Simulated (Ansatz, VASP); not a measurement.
## As in VASP and in Ansatz

```xyz
1
Lattice="2.9086 0.0000 0.0000 -1.4543 2.5189 0.0000 0.0000 0.0000 2.7054" Properties=species:S:1:pos:R:3 pbc="T T T"
As    0.0000    0.0000    0.0000
```

Alike in both runs: task relaxation of cell and atoms; functional PBE; k mesh 24 × 24 × 20; occupations gaussian, width 0.1 eV; no spin polarisation.

```csv
,VASP,Ansatz
version,VASP 6.6.1,Ansatz 0.2.0
potentials or method,"VASP PAW PBE potentials, release 64 (As), cutoff 600 eV","scalar-relativistic, plane waves, PAW"
valence electrons in the cell,5,15
```

VASP gave:

| Property | Result |
| --- | --- |
| gap on the k mesh at the Fermi level, each at its own relaxed structure (eV) | none |
| relaxed volume (Å³/atom) | 20.10 |
| relaxed cell length with the largest relative difference (Å) | 2.747 |

Problem. What did Ansatz give for the same quantities?

Solution. gap on the k mesh at the Fermi level, each at its own relaxed structure (eV): none; relaxed volume (Å³/atom): 20.08; relaxed cell length with the largest relative difference (Å): 2.745.

A gap of «none» marks a metal or a gap that the smearing closes. VASP's potentials hold 5 valence electrons a cell and Ansatz's 15, so a difference there can come from the potentials and not from the codes.
